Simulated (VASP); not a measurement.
# Li (a cell with a defect) in VASP: a series of runs

The runs below take Li (a cell with a defect) through single point, with PBE+D3(BJ).

All numbers are computed with VASP 6.6.1; they aren't measurements. Logs are shortened: lines on timing, memory, paths and dates and some standing lists are left out, and cuts for length are marked.

### Step 1. The cell of the first run

The cell holds a defect, 17 atoms: a = 6.980 Å, b = 6.980 Å, c = 6.980 Å, α = 90.00°, β = 90.00°, γ = 90.00°.

### Step 2. Single point, PBE+D3(BJ)

Contents of INCAR:

```
PREC = Accurate
ENCUT = 520
EDIFF = 1E-6
ISMEAR = -1
SIGMA = 0.1
LREAL = Auto
LASPH = T
NELM = 60
ALGO = Normal
ISIF = 2
LWAVE = F
LCHARG = F
GGA = PE
IVDW = 12
NBANDS = 40
```

Contents of KPOINTS:

```
Automatic mesh
0
Gamma
  2 2 2
```

Contents of POSCAR:

```
Li
1.0
    6.9800000000      0.0000000000      0.0000000000
    0.0000000000      6.9800000000      0.0000000000
    0.0000000000      0.0000000000      6.9800000000
Li
17
Direct
   -0.1183381089     -0.0736103152      0.0521633238
    0.2597134670     -0.0623638968      0.1025501433
    0.0143839542      0.5860171920      0.0736962751
    0.0394985673      0.0037679083      0.4571203438
    0.3103868195      0.2901862464      0.2506160458
    0.6174498567      0.5361031519     -0.0232951289
    0.5083237822      0.0450859599      0.4442693410
    0.6215616046      0.2592263610      0.1065759312
   -0.0985530086      0.2981661891      0.2891404011
    0.2731948424      0.6383810888      0.3617765043
    0.2066905444      0.1599283668      0.8109598854
    0.6065902579      0.3746704871      0.5577793696
    0.7154011461      0.7803724928      0.3108022923
    0.9020057307      0.3098710602      0.7719770774
    0.3826504298      0.7578366762      0.6922922636
    0.9264040115      0.8146275072      0.6399713467
    0.5567908309      0.1408452722      0.8281518625
```

Potentials or basis: VASP PAW PBE potentials, release 64 (Li_sv).

Launch:

```
> cat potpaw_PBE.64/Li_sv/POTCAR > POTCAR
> mpirun -np 1 vasp_std > vasp.out
```

OUTCAR:

```text
PREC = Accurate
   ENCUT = 520
   EDIFF = 1E-6
   ISMEAR = -1
   LREAL = Auto
   LASPH = T
   NELM = 60
   ISIF = 2
   GGA = PE
   IVDW = 12
 IVDW          = 12

 ion  position               nearest neighbor table
   1  0.882  0.926  0.052-  13 2.38   3 2.55
   2  0.260  0.938  0.103-  11 2.59
   3  0.014  0.586  0.074-   1 2.55
   4  0.039  0.004  0.457-  16 2.00   9 2.55
   5  0.310  0.290  0.251-   8 2.40  10 2.56   7 2.58
   6  0.617  0.536  0.977-   8 2.13
   7  0.508  0.045  0.444-  13 2.52  12 2.53   5 2.58
   8  0.622  0.259  0.107-   6 2.13  17 2.16   9 2.35   5 2.40
   9  0.901  0.298  0.289-   8 2.35   4 2.55
  10  0.273  0.638  0.362-   5 2.56  15 2.57
  11  0.207  0.160  0.811-  14 2.39  17 2.45   2 2.59
  12  0.607  0.375  0.558-  17 2.52   7 2.53  14 2.59
  13  0.715  0.780  0.311-   1 2.38   7 2.52
  14  0.902  0.310  0.772-  11 2.39  12 2.59
  15  0.383  0.758  0.692-  10 2.57
  16  0.926  0.815  0.640-   4 2.00
  17  0.557  0.141  0.828-   8 2.16  11 2.45  12 2.52

  LATTYP: Found a simple cubic cell.
 ALAT       =     6.9800000000

  Lattice vectors:

 A1 = (   6.9800000000,   0.0000000000,   0.0000000000)
 A2 = (   0.0000000000,   6.9800000000,   0.0000000000)
 A3 = (   0.0000000000,   0.0000000000,   6.9800000000)

Analysis of symmetry for initial positions (statically):
=====================================================================
 Subroutine PRICEL returns:
 Original cell was already a primitive cell.

 Routine SETGRP: Setting up the symmetry group for a
 simple cubic supercell.

 Subroutine GETGRP returns: Found  1 space group operations
 (whereof  1 operations were pure point group operations)
 out of a pool of 48 trial point group operations.

The static configuration has the point symmetry C_1 .

Analysis of symmetry for dynamics (positions and initial velocities):
=====================================================================
 Subroutine PRICEL returns:
 Original cell was already a primitive cell.

 Routine SETGRP: Setting up the symmetry group for a
 simple cubic supercell.

 Subroutine GETGRP returns: Found  1 space group operations
 (whereof  1 operations were pure point group operations)
 out of a pool of 48 trial point group operations.

The dynamic configuration has the point symmetry C_1 .

 Subroutine INISYM returns: Found  1 space group operations
 (whereof  1 operations are pure point group operations),
 and found     1 'primitive' translations

----------------------------------------------------------------------------------------

                                     Primitive cell

  volume of cell :     340.0684

  direct lattice vectors                    reciprocal lattice vectors
     6.980000000  0.000000000  0.000000000     0.143266476  0.000000000  0.000000000
     0.000000000  6.980000000  0.000000000     0.000000000  0.143266476  0.000000000
     0.000000000  0.000000000  6.980000000     0.000000000  0.000000000  0.143266476

  length of vectors
     6.980000000  6.980000000  6.980000000     0.143266476  0.143266476  0.143266476

  position of ions in fractional coordinates (direct lattice)
     0.881661891  0.926389685  0.052163324
     0.259713467  0.937636103  0.102550143
     0.014383954  0.586017192  0.073696275
     0.039498567  0.003767908  0.457120344
     0.310386820  0.290186246  0.250616046
     0.617449857  0.536103152  0.976704871
[... 9 lines left out ...]
     0.926404011  0.814627507  0.639971347
     0.556790831  0.140845272  0.828151863

  ion indices of the primitive-cell ions
   primitive index   ion index
                 1           1
                 2           2
                 3           3
                 4           4
                 5           5
                 6           6
[... 9 lines left out ...]
                16          16
                17          17

----------------------------------------------------------------------------------------

 KPOINTS: Automatic mesh

Automatic generation of k-mesh.
 Grid dimensions read from file:
 generate k-points for:    2    2    2

 Generating k-lattice:

  Cartesian coordinates                     Fractional coordinates (reciprocal lattice)
     0.071633238  0.000000000  0.000000000     0.500000000  0.000000000  0.000000000
     0.000000000  0.071633238  0.000000000     0.000000000  0.500000000  0.000000000
     0.000000000  0.000000000  0.071633238     0.000000000  0.000000000  0.500000000

  Length of vectors
     0.071633238  0.071633238  0.071633238

  Shift w.r.t. Gamma in fractional coordinates (k-lattice)
     0.000000000  0.000000000  0.000000000

 Subroutine IBZKPT returns following result:
 ===========================================

 Found      8 irreducible k-points:

 Following reciprocal coordinates:
            Coordinates               Weight
  0.000000  0.000000  0.000000      1.000000
  0.500000  0.000000  0.000000      1.000000
  0.000000  0.500000  0.000000      1.000000
  0.000000  0.000000  0.500000      1.000000
  0.500000  0.500000  0.000000      1.000000
  0.000000  0.500000  0.500000      1.000000
  0.500000  0.000000  0.500000      1.000000
  0.500000  0.500000  0.500000      1.000000
   k-points           NKPTS =      8   k-points in BZ     NKDIM =      8   number of bands    NBANDS=     40
   number of dos      NEDOS =    301   number of ions     NIONS =     17
   total plane-waves  NPLWV = 157464
   dimension x,y,z NGX =    54 NGY =   54 NGZ =   54
   dimension x,y,z NGXF=   108 NGYF=  108 NGZF=  108
   ions per type =              17
   NGX,Y,Z   is equivalent  to a cutoff of  12.86, 12.86, 12.86 a.u.
   NGXF,Y,Z  is equivalent  to a cutoff of  25.72, 25.72, 25.72 a.u.
 SYSTEM =  unknown system
   PREC   = accura    normal or accurate (medium, high low for compatibility)
   ISTART =      0    job   : 0-new  1-cont  2-samecut
   ICHARG =      2    charge: 1-file 2-atom 10-const
   ISPIN  =      1    spin polarized calculation?
   LNONCOLLINEAR =      F non collinear calculations
   LSORBIT =      F    spin-orbit coupling
   LASPH  =      T    aspherical Exc in radial PAW
   ENCUT  =  520.0 eV  38.22 Ry    6.18 a.u.  12.98 12.98 12.98*2*pi/ulx,y,z
   NELM   =     60;   NELMIN=  2; NELMDL= -5     # of ELM steps
   EDIFF  = 0.1E-05   stopping-criterion for ELM
   LREAL  =      T    real-space projection
   EDIFFG = 0.1E-04   stopping-criterion for IOM
   NSW    =      0    number of steps for IOM
[... 5 lines left out ...]
   TEBEG  =    0.0;   TEEND  =   0.0 temperature during run
   PSTRESS=    0.0 pullay stress
   NELECT =      51.0000    total number of electrons
   NUPDOWN=      -1.0000    fix difference up-down
   EMIN   =  10.00;   EMAX   =-10.00  energy-range for DOS
   EFERMI =   0.00;   METHOD = LEGACY
   ISMEAR =    -1;   SIGMA  =   0.10  broadening in eV -4-tet -1-fermi 0-gaus
   EFERMI_NEDOS =   21; number of points for ismear=-14 and -15
   IALGO  =     38    algorithm
   IMIX   =      4    mixing-type and parameters
     AMIX     =   0.40;   BMIX     =  1.00
     AMIX_MAG =   1.60;   BMIX_MAG =  1.00
  volume/ion in A,a.u.               =      20.00       134.99
  Fermi-wavevector in a.u.,A,eV,Ry     =   0.869780  1.643646 10.293044  0.756517
  Thomas-Fermi vector in A             =   1.988651
   LORBIT       =      0    0 simple, 1 ext, 2 COOP (PROOUT), +10 PAW based schemes
   GGA     = PE    functional components
   LHFCALC =     F    Hartree Fock is set to
   AEXX    =    0.0000 exact exchange contribution
   IVDW    =    12    specifies the selected vdW correction
   LEPSILON=     F    determine dielectric tensor
   LRPA    =     F    only Hartree local field effects (RPA)
 non-spin polarized calculation
  energy-cutoff  :      520.00
  volume of cell :      340.07
 maximum number of plane-waves:      9124
 NGX is ok and might be reduce to    54
   NGX = 25   NGY = 25   NGZ = 25

 number of electron      51.0000002 magnetization

 Free energy of the ion-electron system (eV)
  ---------------------------------------------------
  ext. energy  EPLUGINS =         0.00000000
  ---------------------------------------------------
  free energy    TOTEN  =       -28.43786515 eV

  energy without entropy =      -28.22653442  energy(sigma->0) =      -28.33219979

 E-fermi :   0.4601     XC(G=0):  -7.0251

 val. band max:        0.4236475170   @ k =   0.5000   0.0000   0.5000
 cond. band min:       0.5303384479   @ k =   0.5000   0.0000   0.5000
 fundamental gap:      0.1066909309
 Fermi energy:         0.4600831049

 k-point     1 :       0.0000    0.0000    0.0000
  band No.  band energies     occupation
      1     -46.7097      2.00000
      2     -46.4008      2.00000
      3     -46.2763      2.00000
      4     -46.2712      2.00000
      5     -46.2125      2.00000
      6     -46.2031      2.00000
[... 29 lines left out ...]
     36       3.3029      0.00000
     37       3.6295      0.00000

 k-point     2 :       0.5000    0.0000    0.0000
  band No.  band energies     occupation
      1     -46.7097      2.00000
      2     -46.4009      2.00000
      3     -46.2758      2.00000
      4     -46.2712      2.00000
      5     -46.2125      2.00000
      6     -46.2041      2.00000
[... 29 lines left out ...]
     36       3.2492      0.00000
     37       3.7329      0.00000

 k-point     3 :       0.0000    0.5000    0.0000
  band No.  band energies     occupation
      1     -46.7097      2.00000
      2     -46.4009      2.00000
      3     -46.2763      2.00000
      4     -46.2712      2.00000
      5     -46.2125      2.00000
      6     -46.2031      2.00000
[... 29 lines left out ...]
     36       3.2192      0.00000
     37       3.7793      0.00000

 k-point     4 :       0.0000    0.0000    0.5000
  band No.  band energies     occupation
      1     -46.7097      2.00000
      2     -46.4009      2.00000
      3     -46.2763      2.00000
      4     -46.2712      2.00000
      5     -46.2126      2.00000
      6     -46.2031      2.00000
[... 29 lines left out ...]
     36       3.3063      0.00000
     37       3.4580      0.00000

 k-point     5 :       0.5000    0.5000    0.0000
  band No.  band energies     occupation
      1     -46.7097      2.00000
      2     -46.4009      2.00000
      3     -46.2758      2.00000
      4     -46.2712      2.00000
      5     -46.2125      2.00000
      6     -46.2041      2.00000
[... 29 lines left out ...]
     36       3.6833      0.00000
     37       4.0713      0.00000

 k-point     6 :       0.0000    0.5000    0.5000
  band No.  band energies     occupation
      1     -46.7097      2.00000
      2     -46.4008      2.00000
      3     -46.2763      2.00000
      4     -46.2712      2.00000
      5     -46.2126      2.00000
      6     -46.2031      2.00000
[... 29 lines left out ...]
     36       3.9843      0.00000
     37       4.2628      0.00000

 k-point     7 :       0.5000    0.0000    0.5000
  band No.  band energies     occupation
      1     -46.7097      2.00000
      2     -46.4009      2.00000
      3     -46.2758      2.00000
      4     -46.2712      2.00000
      5     -46.2125      2.00000
      6     -46.2041      2.00000
[... 29 lines left out ...]
     36       3.6778      0.00000
     37       4.0461      0.00000

 k-point     8 :       0.5000    0.5000    0.5000
  band No.  band energies     occupation
      1     -46.7097      2.00000
      2     -46.4008      2.00000
      3     -46.2758      2.00000
      4     -46.2712      2.00000
      5     -46.2125      2.00000
      6     -46.2040      2.00000
[... 29 lines left out ...]
     36       3.3921      0.00000
     37       3.6268      0.00000
 [bands above 37 left out]

------------------------ aborting loop because EDIFF is reached ----------------------------------------

 Edisp (eV)   -2.92009

 E8    (eV) :    -1.2201

  FORCE on cell =-STRESS in cart. coord.  units (eV):
  Direction    XX          YY          ZZ          XY          YZ          ZX
  --------------------------------------------------------------------------------------
  -------------------------------------------------------------------------------------
  Total      -0.58192     2.01752     1.23471     0.03541    -2.12408     1.73299
  in kB      -2.74163     9.50520     5.81714     0.16683   -10.00728     8.16471
  external pressure =        4.19 kB  Pullay stress =        0.00 kB

 VOLUME and BASIS-vectors are now :
 -----------------------------------------------------------------------------
  energy-cutoff  :      520.00
  volume of cell :      340.07
      direct lattice vectors                 reciprocal lattice vectors
     6.980000000  0.000000000  0.000000000     0.143266476  0.000000000  0.000000000
     0.000000000  6.980000000  0.000000000     0.000000000  0.143266476  0.000000000
     0.000000000  0.000000000  6.980000000     0.000000000  0.000000000  0.143266476

 POSITION                                       TOTAL-FORCE (eV/Angst)
 -----------------------------------------------------------------------------------
      6.15400      6.46620      0.36410        -0.101232      0.766026     -0.530309
      1.81280      6.54470      0.71580         0.376143     -0.237668      0.040992
      0.10040      4.09040      0.51440         0.279581     -0.269466     -0.353290
      0.27570      0.02630      3.19070         0.762294      0.828881     -0.785347
      2.16650      2.02550      1.74930        -0.466256      0.066680     -0.086738
      4.30980      3.74200      6.81740        -0.350842      1.133913     -0.333285
[... 9 lines left out ...]
      6.46630      5.68610      4.46700        -0.650465     -1.032288      1.141387
      3.88640      0.98310      5.78050         0.226747     -1.046762     -0.420280
 -----------------------------------------------------------------------------------
    total drift:                                0.016717      0.009533      0.010609

  FREE ENERGIE OF THE ION-ELECTRON SYSTEM (eV)
  ---------------------------------------------------
  free  energy   TOTEN  =       -31.3579522363 eV

  energy  without entropy=      -31.1466215030  energy(sigma->0) =      -31.25228687
```

It took 2 min on 1 thread of Intel Xeon Platinum 8488C (Sapphire Rapids), shared host; peak memory 0.37 GiB.

What came out:

```
Free energy                : -31.3580 eV
Largest force              : 1.671 eV/Å
Band gap on the k mesh     : zero (an odd number of electrons rules out a gap without spin polarisation)
Dispersion energy per atom : -0.172 eV
```

Forces in eV/Å, atoms in the order of the input:
```
Li  -0.101  0.766 -0.530
Li   0.376 -0.238  0.041
Li   0.280 -0.269 -0.353
Li   0.762  0.829 -0.785
Li  -0.466  0.067 -0.087
Li  -0.351  1.134 -0.333
Li  -0.006 -0.260 -0.019
Li   0.178 -0.675  0.831
Li   0.214  0.119  0.280
Li  -0.045  0.056  0.048
Li   0.124  0.193 -0.151
Li  -0.130  0.824 -0.376
Li  -0.402 -0.646  0.177
Li  -0.008  0.200  0.004
Li  -0.001 -0.021  0.533
Li  -0.650 -1.032  1.141
Li   0.227 -1.047 -0.420
```

Levels at points of the mesh, in eV from the Fermi level:
```
           k point  band 23  band 24  band 25  band 26  band 27  band 28
(0.00, 0.00, 0.00)    -1.02    -0.84     0.21     0.44     0.61     0.86
(0.50, 0.00, 0.00)    -0.54    -0.47    -0.41    -0.29    -0.17     0.86
(0.00, 0.50, 0.00)    -0.61    -0.52    -0.47    -0.32    -0.16     1.03
(0.00, 0.00, 0.50)    -0.63    -0.48    -0.44    -0.28    -0.16     1.08
(0.50, 0.50, 0.00)    -0.39    -0.26    -0.18     0.20     0.28     0.36
(0.00, 0.50, 0.50)    -0.41    -0.21    -0.18     0.24     0.33     0.40
(0.50, 0.00, 0.50)    -0.30    -0.11    -0.04     0.07     0.18     0.38
(0.50, 0.50, 0.50)    -1.54    -1.44    -1.28     1.46     1.63     1.77
```

Caveat: the k points lie up to 0.45 Å⁻¹ apart, too coarse for converged energies and pressures of a metal; the cutoff is under 1.25 times the usual one of these potentials, so pressure, stress and relaxed cells hold a basis-set (Pulay) error; the atoms stand as in a frame of molecular dynamics.

### Step 3. Single point, PBE+D3(BJ)

Contents of INCAR:

```
SYSTEM = Li
PREC = Accurate
ENCUT = 520
EDIFF = 1E-6
ISMEAR = -1
SIGMA = 0.1
LREAL = Auto
LASPH = .TRUE.
NELM = 60
ALGO = Normal
ISIF = 2
LWAVE = .FALSE.
LCHARG = .FALSE.
GGA = PE
IVDW = 12
NBANDS = 40
```

Contents of KPOINTS:

```
regular mesh
0
G
  2 2 2
  0 0 0
```

Contents of POSCAR:

```
Li
1.0
    6.9800000000      0.0000000000      0.0000000000
    0.0000000000      6.9800000000      0.0000000000
    0.0000000000      0.0000000000      6.9800000000
Li
17
Direct
   -0.1008595989     -0.1125071633     -0.0021776504
    0.2904441261     -0.0931661891      0.2142979943
    0.0836962751      0.5933094556     -0.0478223496
    0.1710601719      0.2203868195      0.5346275072
    0.3190257880      0.5130945559      0.2782951289
    0.5270773639      0.5810744986     -0.1124928367
    0.6796991404     -0.2112034384      0.3791690544
    0.5412464183      0.2073495702      0.0577793696
   -0.0904297994      0.2569484241      0.2961031519
    0.2560315186      0.5880945559      0.6444699140
    0.2474355301      0.3190401146      0.8681088825
    0.5157593123      0.3413467049      0.5338538682
    0.8570487106      0.5799140401      0.1422492837
    0.8196275072      0.3554441261      0.8530372493
    0.1182808023      1.0110601719      0.8189255014
    0.8962893983      0.6346561605      0.5688395415
    0.5927077364      0.0742693410      0.6992836676
```

Potentials or basis: VASP PAW PBE potentials, release 64 (Li_sv).

Launch:

```
> cat potpaw_PBE.64/Li_sv/POTCAR > POTCAR
> mpirun -np 1 vasp_std > vasp.out
```

It took 1.7 min on 1 thread of Intel Xeon Platinum 8488C (Sapphire Rapids), shared host; peak memory 0.36 GiB.

It converged, with:

```yaml
Free_energy: -30.7530 eV
Largest_force: 1.373 eV/Å
Band_gap_on_the_k_mesh: zero (an odd number of electrons rules out a gap without spin polarisation)
Dispersion_energy_per_atom: -0.172 eV
```

Forces in eV/Å, atoms in the order of the input:
```
Li  -1.128  0.636  0.354
Li  -0.200  0.103  0.042
Li   0.883  0.311 -0.140
Li  -0.195 -0.221 -0.426
Li  -0.138 -0.055 -0.570
Li   0.288  0.722  0.216
Li  -0.765  0.618 -0.216
Li   0.033 -0.147  0.635
Li  -0.234 -0.333 -0.208
Li   0.107  0.978 -0.527
Li   0.211 -0.350  0.664
Li   0.685  0.502 -0.387
Li  -0.848 -0.442  0.985
Li   0.396 -0.420 -0.593
Li   0.509 -0.499 -0.496
Li   0.361 -0.348  0.497
Li   0.035 -1.055  0.171
```

Levels at points of the mesh, in eV from the Fermi level:
| k point | band 22 | band 23 | band 24 | band 25 | band 26 | band 27 | band 28 | band 29 |
| --- | --- | --- | --- | --- | --- | --- | --- | --- |
| (0.00, 0.00, 0.00) | -1.05 | -1.02 | -0.97 | 0.25 | 0.48 | 0.67 | 0.83 | 1.07 |
| (0.50, 0.00, 0.00) | -0.69 | -0.58 | -0.49 | -0.46 | -0.40 | -0.21 | 1.04 | 1.16 |
| (0.00, 0.50, 0.00) | -0.78 | -0.59 | -0.44 | -0.37 | -0.31 | -0.11 | 0.90 | 1.00 |
| (0.00, 0.00, 0.50) | -0.65 | -0.60 | -0.44 | -0.42 | -0.36 | -0.11 | 0.84 | 1.05 |
| (0.50, 0.50, 0.00) | -0.54 | -0.50 | -0.25 | -0.16 | 0.12 | 0.42 | 0.57 | 0.60 |
| (0.00, 0.50, 0.50) | -0.65 | -0.35 | -0.32 | -0.09 | 0.03 | 0.30 | 0.47 | 0.93 |
| (0.50, 0.00, 0.50) | -0.52 | -0.27 | -0.07 | -0.02 | 0.11 | 0.17 | 0.34 | 0.69 |
| (0.50, 0.50, 0.50) | -1.65 | -1.46 | -1.37 | -1.29 | 1.35 | 1.44 | 1.74 | 1.84 |

Caveat: the k points lie up to 0.45 Å⁻¹ apart, too coarse for converged energies and pressures of a metal; the cutoff is under 1.25 times the usual one of these potentials, so pressure, stress and relaxed cells hold a basis-set (Pulay) error; the atoms stand as in a frame of molecular dynamics.

(Continued in part 2 of 2.)

The gap in the log of VASP goes by the Fermi energy; the results here count the filled bands.